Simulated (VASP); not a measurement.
# Sc3GeBi6: relaxation of cell and atoms with PBE

The system is Sc3GeBi6.

```
Sc Ge Bi
1.0
     0.00000    5.00278    5.00278
     5.00278    0.00000    5.00278
     5.00278    5.00278    0.00000
Sc Ge Bi
3 1 6
Direct
  0.25000 0.25000 0.25000
  0.75000 0.75000 0.75000
  0.50000 0.50000 0.50000
  0.00000 0.00000 0.00000
  0.77551 0.22449 0.22449
  0.22449 0.77551 0.77551
  0.22449 0.77551 0.22449
  0.77551 0.22449 0.77551
  0.22449 0.22449 0.77551
  0.77551 0.77551 0.22449
```

The cell was generated, and may not be a known phase.

| Property | Result |
| --- | --- |
| Program | VASP 6.6.1 |
| Task | relaxation of cell and atoms |
| Functional | PBE |
| Potentials or basis | VASP PAW PBE potentials, release 64 (Sc_sv, Ge_d, Bi_d) |
| Cutoff | 600 eV |
| k mesh | 4 × 4 × 4 |
| Occupations | gaussian, width 0.1 eV |
| Spin | no spin polarisation |
| Dipole correction | no |
| Further INCAR settings | ALGO = Fast; EDIFF = 1e-06; IBRION = 2; EDIFFG = -0.04; NSW = 90; ISIF = 3 |

* Relaxed volume: 33.42 Å³/atom
* Relaxed cell: a = 7.789 Å, b = 7.789 Å, c = 7.789 Å, α = 60.00°, β = 60.00°, γ = 60.00°
* Space group after relaxing (to 0.1 Å): Fm-3m (No. 225)
* Energy gained by relaxing: 1049.8 meV/atom
* Ionic steps: 8
* Pressure after relaxing: -0.1 GPa
* Largest force after relaxing: 0.005 eV/Å
* Band gap on the k mesh: zero (an odd number of electrons rules out a gap without spin polarisation)

Forces on the atoms (eV/Å):
```
Sc   0.000  0.000  0.000
Sc   0.000  0.000  0.000
Sc   0.000  0.000  0.000
Ge   0.000  0.000  0.000
Bi  -0.005  0.000  0.000
Bi   0.005  0.000  0.000
Bi   0.000 -0.005  0.000
Bi   0.000  0.005  0.000
Bi   0.000  0.000 -0.005
Bi   0.000  0.000  0.005
```

The path:
| step | energy change (eV) | largest force (eV/Å) | pressure (GPa) | volume (Å³) |
| --- | --- | --- | --- | --- |
| 1 | 0.0000 | 9.2798 | 32.77 | 250.42 |
| 2 | -5.1835 | 0.6897 | -5.99 | 485.73 |
| 3 | -10.4115 | 0.3782 | -1.06 | 343.76 |
| 4 | -10.4509 | 0.2974 | -0.63 | 339.52 |
| 5 | -10.4929 | 0.1223 | 0.28 | 331.60 |
| 6 | -10.4917 | 0.1691 | 0.05 | 333.39 |
| 7 | -10.4969 | 0.0713 | -0.01 | 333.85 |
| 8 | -10.4981 | 0.0053 | -0.05 | 334.17 |

Final structure:
```
Sc Ge Bi
1.0
     0.00000    5.50784    5.50784
     5.50784    0.00000    5.50784
     5.50784    5.50784    0.00000
Sc Ge Bi
3 1 6
Direct
  0.25000 0.25000 0.25000
  0.75000 0.75000 0.75000
  0.50000 0.50000 0.50000
  0.00000 0.00000 0.00000
  0.75342 0.24658 0.24658
  0.24658 0.75342 0.75342
  0.24658 0.75342 0.24658
  0.75342 0.24658 0.75342
  0.24658 0.24658 0.75342
  0.75342 0.75342 0.24658
```

Levels at points of the mesh, in eV from the Fermi level:
| k point | band 64 | band 65 | band 66 | band 67 | band 68 | band 69 | band 70 | band 71 | band 72 | band 73 |
| --- | --- | --- | --- | --- | --- | --- | --- | --- | --- | --- |
| (0.00, 0.00, 0.00) | -0.41 | 0.12 | 0.12 | 0.12 | 0.14 | 0.14 | 0.14 | 0.30 | 0.30 | 0.32 |
| (0.50, 0.00, 0.00) | -1.23 | -1.23 | -0.05 | -0.05 | 0.02 | 0.38 | 0.47 | 0.47 | 0.51 | 0.51 |
| (0.50, 0.50, 0.00) | -1.46 | -1.44 | -1.44 | -1.36 | -0.71 | -0.32 | -0.32 | -0.14 | 0.41 | 0.44 |

Run time: 64 min on 1 thread of Intel(R) Xeon(R) 6975P-C (Granite Rapids), on a shared host, peak memory 0.64 GiB.

Caveat: the volume moved by over 15 % at a fixed basis, so the end points are rough; spin-orbit coupling is left out, which moves the levels of the heavy elements.
